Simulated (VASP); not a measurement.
# B18N17 (a cell with a defect) in VASP: single point with PBE

Aim: the single point of B18N17 (a cell with a defect) with PBE.

Program: VASP 6.6.1. These are calculated values, not measurements. Logs are shortened: lines on timing, memory, paths and dates and some standing lists are left out, and cuts for length are marked.

## (1) The cell of the first run

The cell holds a defect, 35 atoms: a = 7.495 Å, b = 7.495 Å, c = 6.636 Å, α = 90.00°, β = 90.00°, γ = 120.00°.

## (2) Single point, PBE (atoms taken out, then relaxed in part)

INCAR reads:

```
SYSTEM = B18N17
ALGO = Normal
EDIFF = 1E-6
ENCUT = 520
GGA = PE
ISIF = 2
ISMEAR = -1
LASPH = .True.
LCHARG = .False.
LREAL = Auto
LWAVE = .False.
NBANDS = 92
NELECT = 136.0
NELM = 60
PREC = Accurate
SIGMA = 0.01
```

KPOINTS reads:

```
k-points
0
Gamma
  3 3 3
  0 0 0
```

POSCAR reads:

```
B18N17
1.0
    7.4947200001      0.0000000000      0.0000000000
   -3.7473600000      6.4906179143      0.0000000000
    0.0000000000      0.0000000000      6.6357000000
B N
18 17
Direct
    0.1111111111      0.2222222222      0.2500000000
    0.1107564965      0.5554654449      0.2500000000
    0.1107564965      0.8886243849      0.2500000000
    0.4447089484      0.2225768369      0.2500000000
    0.4447089484      0.5554654449      0.2500000000
    0.4444444444      0.8888888889      0.2500000000
    0.7778678885      0.2225768369      0.2500000000
    0.7777777778      0.5555555556      0.2500000000
    0.7778678885      0.8886243849      0.2500000000
    0.2201907443      0.1131425891      0.7500000000
    0.2201907443      0.4403814886      0.7500000000
    0.2234819671      0.7784076502      0.7500000000
    0.5549256831      0.1098513662      0.7500000000
    0.5564651076      0.4448992205      0.7500000000
    0.5549256831      0.7784076502      0.7500000000
    0.8929518448      0.1131425891      0.7500000000
    0.8884341129      0.4448992205      0.7500000000
    0.8884341129      0.7768682258      0.7500000000
    0.1108544030      0.5513272156      0.7500000000
    0.1108544030      0.8928605207      0.7500000000
    0.4404728126      0.2224789304      0.7500000000
    0.4404728126      0.5513272156      0.7500000000
    0.4444444444      0.8888888889      0.7500000000
    0.7820061178      0.2224789304      0.7500000000
    0.7777777778      0.5555555556      0.7500000000
    0.7820061178      0.8928605207      0.7500000000
    0.2221538753      0.1111794581      0.2500000000
    0.2221538753      0.4443077505      0.2500000000
    0.2221666540      0.7777499936      0.2500000000
    0.5555833397      0.1111666794      0.2500000000
    0.5555717536      0.4444525435      0.2500000000
    0.5555833397      0.7777499936      0.2500000000
    0.8890255828      0.1111794581      0.2500000000
    0.8888807899      0.4444525435      0.2500000000
    0.8888807899      0.7777615797      0.2500000000
```

Potentials or basis: VASP PAW PBE potentials, release 64 (B, N).

Launch:

```sh
$ cat potpaw_PBE.64/B/POTCAR potpaw_PBE.64/N/POTCAR > POTCAR
$ mpirun -np 1 vasp_std > vasp.out
```

OUTCAR:

```text
SYSTEM = B18N17
   EDIFF = 1E-6
   ENCUT = 520
   GGA = PE
   ISIF = 2
   ISMEAR = -1
   LASPH = .True.
   LREAL = Auto
   NELECT = 136.0
   NELM = 60
   PREC = Accurate

 ion  position               nearest neighbor table
   1  0.111  0.222  0.250-  28 1.44  27 1.44  33 1.44
   2  0.111  0.555  0.250-  34 1.44  29 1.44  28 1.44
   3  0.111  0.889  0.250-  35 1.44  29 1.44  27 1.44
   4  0.445  0.223  0.250-  31 1.44  30 1.44  27 1.44
   5  0.445  0.555  0.250-  31 1.44  32 1.44  28 1.44
   6  0.444  0.889  0.250-  29 1.44  30 1.44  32 1.44
   7  0.778  0.223  0.250-  34 1.44  30 1.44  33 1.44
   8  0.778  0.556  0.250-  35 1.44  34 1.44  31 1.44
   9  0.778  0.889  0.250-  35 1.44  32 1.44  33 1.44
  10  0.220  0.113  0.750-  21 1.43  20 1.43
  11  0.220  0.440  0.750-  19 1.43  22 1.43
  12  0.223  0.778  0.750-  23 1.43  19 1.47  20 1.47
  13  0.555  0.110  0.750-  23 1.43  21 1.47  24 1.47
  14  0.556  0.445  0.750-  25 1.44  21 1.44  22 1.44
  15  0.555  0.778  0.750-  23 1.43  22 1.47  26 1.47
  16  0.893  0.113  0.750-  24 1.43  26 1.43
  17  0.888  0.445  0.750-  25 1.44  24 1.44  19 1.44
  18  0.888  0.777  0.750-  25 1.44  26 1.44  20 1.44
  19  0.111  0.551  0.750-  11 1.43  17 1.44  12 1.47
  20  0.111  0.893  0.750-  10 1.43  18 1.44  12 1.47
  21  0.440  0.222  0.750-  10 1.43  14 1.44  13 1.47
  22  0.440  0.551  0.750-  11 1.43  14 1.44  15 1.47
[... 11 lines left out ...]
  34  0.889  0.444  0.250-   7 1.44   2 1.44   8 1.44
  35  0.889  0.778  0.250-   9 1.44   3 1.44   8 1.44

  LATTYP: Found a hexagonal cell.
 ALAT       =     7.4947200001
 C/A-ratio  =     0.8853833098

  Lattice vectors:

 A1 = (   7.4947200001,   0.0000000000,   0.0000000000)
 A2 = (  -3.7473600000,   6.4906179143,   0.0000000000)
 A3 = (   0.0000000000,   0.0000000000,   6.6357000000)

Analysis of symmetry for initial positions (statically):
=====================================================================
 Subroutine PRICEL returns:
 Original cell was already a primitive cell.

 Routine SETGRP: Setting up the symmetry group for a
 hexagonal supercell.

 Subroutine GETGRP returns: Found 12 space group operations
 (whereof  2 operations were pure point group operations)
 out of a pool of 24 trial point group operations.

The static configuration has the point symmetry C_1h.
 The point group associated with its full space group is D_3h.

Analysis of symmetry for dynamics (positions and initial velocities):
=====================================================================
 Subroutine PRICEL returns:
 Original cell was already a primitive cell.

 Routine SETGRP: Setting up the symmetry group for a
 hexagonal supercell.

 Subroutine GETGRP returns: Found 12 space group operations
 (whereof  2 operations were pure point group operations)
 out of a pool of 24 trial point group operations.

The dynamic configuration has the point symmetry C_1h.
 The point group associated with its full space group is D_3h.

 Subroutine INISYM returns: Found 12 space group operations
 (whereof  2 operations are pure point group operations),
 and found     1 'primitive' translations

----------------------------------------------------------------------------------------

                                     Primitive cell

  volume of cell :     322.7960

  direct lattice vectors                    reciprocal lattice vectors
     7.494720000  0.000000000  0.000000000     0.133427266  0.077034268  0.000000000
    -3.747360000  6.490617914  0.000000000     0.000000000  0.154068536  0.000000000
     0.000000000  0.000000000  6.635700000     0.000000000  0.000000000  0.150700002

  length of vectors
     7.494720000  7.494720000  6.635700000     0.154068536  0.154068536  0.150700002

  position of ions in fractional coordinates (direct lattice)
     0.111111111  0.222222222  0.250000000
     0.110756497  0.555465445  0.250000000
     0.110756497  0.888624385  0.250000000
     0.444708948  0.222576837  0.250000000
     0.444708948  0.555465445  0.250000000
     0.444444444  0.888888889  0.250000000
[... 27 lines left out ...]
     0.888880790  0.444452543  0.250000000
     0.888880790  0.777761580  0.250000000

  ion indices of the primitive-cell ions
   primitive index   ion index
                 1           1
                 2           2
                 3           3
                 4           4
                 5           5
                 6           6
[... 27 lines left out ...]
                34          34
                35          35

----------------------------------------------------------------------------------------

 KPOINTS: k-points

Automatic generation of k-mesh.
 Grid dimensions read from file:
 generate k-points for:    3    3    3

 Generating k-lattice:

  Cartesian coordinates                     Fractional coordinates (reciprocal lattice)
     0.044475755  0.025678089  0.000000000     0.333333333  0.000000000  0.000000000
     0.000000000  0.051356179  0.000000000     0.000000000  0.333333333  0.000000000
     0.000000000  0.000000000  0.050233334     0.000000000  0.000000000  0.333333333

  Length of vectors
     0.051356179  0.051356179  0.050233334

  Shift w.r.t. Gamma in fractional coordinates (k-lattice)
     0.000000000  0.000000000  0.000000000

 Subroutine IBZKPT returns following result:
 ===========================================

 Found      6 irreducible k-points:

 Following reciprocal coordinates:
            Coordinates               Weight
  0.000000  0.000000  0.000000      1.000000
  0.333333 -0.000000  0.000000      6.000000
  0.333333  0.333333  0.000000      2.000000
  0.000000  0.000000  0.333333      2.000000
  0.333333 -0.000000  0.333333     12.000000
  0.333333  0.333333  0.333333      4.000000
   k-points           NKPTS =      6   k-points in BZ     NKDIM =      6   number of bands    NBANDS=     92
   number of dos      NEDOS =    301   number of ions     NIONS =     35
   total plane-waves  NPLWV = 156800
   dimension x,y,z NGX =    56 NGY =   56 NGZ =   50
   dimension x,y,z NGXF=   112 NGYF=  112 NGZF=  100
   ions per type =              18  17
   NGX,Y,Z   is equivalent  to a cutoff of  12.42, 12.42, 12.53 a.u.
   NGXF,Y,Z  is equivalent  to a cutoff of  24.84, 24.84, 25.05 a.u.
 SYSTEM =  B18N17
   PREC   = accura    normal or accurate (medium, high low for compatibility)
   ISTART =      0    job   : 0-new  1-cont  2-samecut
   ICHARG =      2    charge: 1-file 2-atom 10-const
   ISPIN  =      1    spin polarized calculation?
   LNONCOLLINEAR =      F non collinear calculations
   LSORBIT =      F    spin-orbit coupling
   LASPH  =      T    aspherical Exc in radial PAW
   ENCUT  =  520.0 eV  38.22 Ry    6.18 a.u.  13.94 13.94 12.34*2*pi/ulx,y,z
   NELM   =     60;   NELMIN=  2; NELMDL= -5     # of ELM steps
   EDIFF  = 0.1E-05   stopping-criterion for ELM
   LREAL  =      T    real-space projection
   EDIFFG = 0.1E-04   stopping-criterion for IOM
   NSW    =      0    number of steps for IOM
   IBRION =     -1    ionic relax: 0-MD 1-quasi-New 2-CG
   NFREE  =      0    steps in history (QN), initial steepest desc. (CG)
   ISIF   =      2    stress and relaxation
   ISYM   =      2    0-nonsym 1-usesym 2-fastsym
   POTIM  = 0.5000    time-step for ionic-motion
   TEBEG  =    0.0;   TEEND  =   0.0 temperature during run
   PSTRESS=    0.0 pullay stress
   NELECT =     136.0000    total number of electrons
   NUPDOWN=      -1.0000    fix difference up-down
   EMIN   =  10.00;   EMAX   =-10.00  energy-range for DOS
   EFERMI =   0.00;   METHOD = LEGACY
   ISMEAR =    -1;   SIGMA  =   0.01  broadening in eV -4-tet -1-fermi 0-gaus
   EFERMI_NEDOS =   21; number of points for ismear=-14 and -15
   IALGO  =     38    algorithm
   IMIX   =      4    mixing-type and parameters
     AMIX     =   0.40;   BMIX     =  1.00
     AMIX_MAG =   1.60;   BMIX_MAG =  1.00
  volume/ion in A,a.u.               =       9.22        62.24
  Fermi-wavevector in a.u.,A,eV,Ry     =   1.227284  2.319230 20.493449  1.506226
  Thomas-Fermi vector in A             =   2.362253
   LORBIT       =      0    0 simple, 1 ext, 2 COOP (PROOUT), +10 PAW based schemes
   GGA     = PE    functional components
   LHFCALC =     F    Hartree Fock is set to
   AEXX    =    0.0000 exact exchange contribution
   IVDW    =     0    specifies the selected vdW correction
   LEPSILON=     F    determine dielectric tensor
   LRPA    =     F    only Hartree local field effects (RPA)
 non-spin polarized calculation
  energy-cutoff  :      520.00
  volume of cell :      322.80
 maximum number of plane-waves:      8725
 NGX is ok and might be reduce to    56
   NGX = 27   NGY = 27   NGZ = 25

 number of electron     135.9999979 magnetization

 Free energy of the ion-electron system (eV)
  ---------------------------------------------------
  ext. energy  EPLUGINS =         0.00000000
  ---------------------------------------------------
  free energy    TOTEN  =      -309.27316030 eV

  energy without entropy =     -309.26377899  energy(sigma->0) =     -309.26846965

 E-fermi :   1.6933     XC(G=0):  -9.8477

 val. band max:        1.6893288185   @ k =   0.3333   0.3333   0.0000
 cond. band min:       1.7025191736   @ k =   0.3333   0.3333   0.0000
 fundamental gap:      0.0131903551
 Fermi energy:         1.6932750008

 k-point     1 :       0.0000    0.0000    0.0000
  band No.  band energies     occupation
      1     -15.6900      2.00000
      2     -15.4097      2.00000
      3     -13.9696      2.00000
      4     -13.9696      2.00000
      5     -13.8529      2.00000
      6     -13.8529      2.00000
[... 72 lines left out ...]
     79       8.9932      0.00000
     80       9.1629      0.00000

 k-point     2 :       0.3333   -0.0000    0.0000
  band No.  band energies     occupation
      1     -15.4678      2.00000
      2     -15.1923      2.00000
      3     -14.7800      2.00000
      4     -14.5284      2.00000
      5     -14.2946      2.00000
      6     -14.0320      2.00000
[... 72 lines left out ...]
     79       8.0399      0.00000
     80       8.3331      0.00000
[... 247 lines left out ...]
     79       7.9464      0.00000
     80       8.2522      0.00000

 k-point     6 :       0.3333    0.3333    0.3333
  band No.  band energies     occupation
      1     -15.0608      2.00000
      2     -15.0533      2.00000
      3     -14.8591      2.00000
      4     -14.8142      2.00000
      5     -14.7904      2.00000
      6     -14.6258      2.00000
[... 72 lines left out ...]
     79       8.6133      0.00000
     80       8.6224      0.00000
 [bands above 80 left out]

------------------------ aborting loop because EDIFF is reached ----------------------------------------

  FORCE on cell =-STRESS in cart. coord.  units (eV):
  Direction    XX          YY          ZZ          XY          YZ          ZX
  --------------------------------------------------------------------------------------
  -------------------------------------------------------------------------------------
  Total      -16.4236600    -16.4236600    -21.1358996     -0.0000000     -0.0000000      0.0000000
  in kB      -81.5177769    -81.5177769   -104.9066745     -0.0000000     -0.0000000      0.0000000
  external PRESSURE =     -89.3140761 kB  Pullay stress =       0.0000000 kB

 VOLUME and BASIS-vectors are now :
 -----------------------------------------------------------------------------
  energy-cutoff  :      520.00
  volume of cell :      322.80
      direct lattice vectors                 reciprocal lattice vectors
     7.494720000  0.000000000  0.000000000     0.133427266  0.077034268  0.000000000
    -3.747360000  6.490617914  0.000000000     0.000000000  0.154068536  0.000000000
     0.000000000  0.000000000  6.635700000     0.000000000  0.000000000  0.150700002

 POSITION                                       TOTAL-FORCE (eV/Angst)
 -----------------------------------------------------------------------------------
      0.00000      1.44236      1.65892        -0.000000     -0.000000     -0.000000
     -1.25144      3.60531      1.65892        -0.000419     -0.001440     -0.000000
     -2.49991      5.76772      1.65892        -0.001457      0.000357      0.000000
      2.49889      1.44466      1.65892        -0.001038      0.001083     -0.000000
      1.25144      3.60531      1.65892         0.000419     -0.001440     -0.000000
     -0.00000      5.76944      1.65892        -0.000000      0.000000     -0.000000
[... 27 lines left out ...]
      4.99639      2.88477      1.65892        -0.001498      0.000865     -0.000000
      3.74736      5.04815      1.65892        -0.000000     -0.001730     -0.000000
 -----------------------------------------------------------------------------------
    total drift:                                0.000021     -0.000005      0.000001

  FREE ENERGIE OF THE ION-ELECTRON SYSTEM (eV)
  ---------------------------------------------------
  free  energy   TOTEN  =      -309.2731602996 eV

  energy  without entropy=     -309.2637789922  energy(sigma->0) =     -309.26846965
```

Run time: 3.7 min. Hardware: 1 thread of Intel Xeon Platinum 8488C (Sapphire Rapids), shared host; peak memory 0.43 GiB.

Results:

```yaml
Free_energy: -309.2732 eV
Largest_force: 0.018 eV/Å
```

Forces on the atoms (eV/Å):
```
B    0.000  0.000  0.000
B    0.000 -0.001  0.000
B   -0.001  0.000  0.000
B   -0.001  0.001  0.000
B    0.000 -0.001  0.000
B    0.000  0.000  0.000
B    0.001  0.001  0.000
B    0.000  0.000  0.000
B    0.001  0.000  0.000
B   -0.015  0.009  0.000
B    0.000 -0.018  0.000
B   -0.003 -0.002  0.000
B    0.000  0.003  0.000
B    0.002  0.001  0.000
B    0.003 -0.002  0.000
B    0.015  0.009  0.000
B   -0.002  0.001  0.000
B    0.000 -0.003  0.000
N   -0.003  0.000  0.000
N   -0.002 -0.003  0.000
N    0.002  0.003  0.000
N    0.003  0.000  0.000
N    0.000  0.000  0.000
N   -0.002  0.003  0.000
N    0.000  0.000  0.000
N    0.002 -0.003  0.000
N    0.001  0.000  0.000
N    0.000  0.001  0.000
N    0.001  0.001  0.000
N    0.000 -0.002  0.000
N    0.001  0.001  0.000
N   -0.001  0.001  0.000
N   -0.001  0.000  0.000
N   -0.001  0.001  0.000
N    0.000 -0.002  0.000
```

Levels at points of the mesh, in eV from the Fermi level:
| k point | band 65 | band 66 | band 67 | band 68 | band 69 | band 70 |
| --- | --- | --- | --- | --- | --- | --- |
| (0.00, 0.00, 0.00) | -0.88 | -0.58 | 0.08 | 0.32 | 0.32 | 4.08 |

Caveat: the cell carries a net charge on a neutralising background, which shifts energy and pressure; the cell differs from its parent crystal (atoms taken out, then relaxed in part); the cell is charged against a uniform background, so pressure and absolute levels hang on convention.
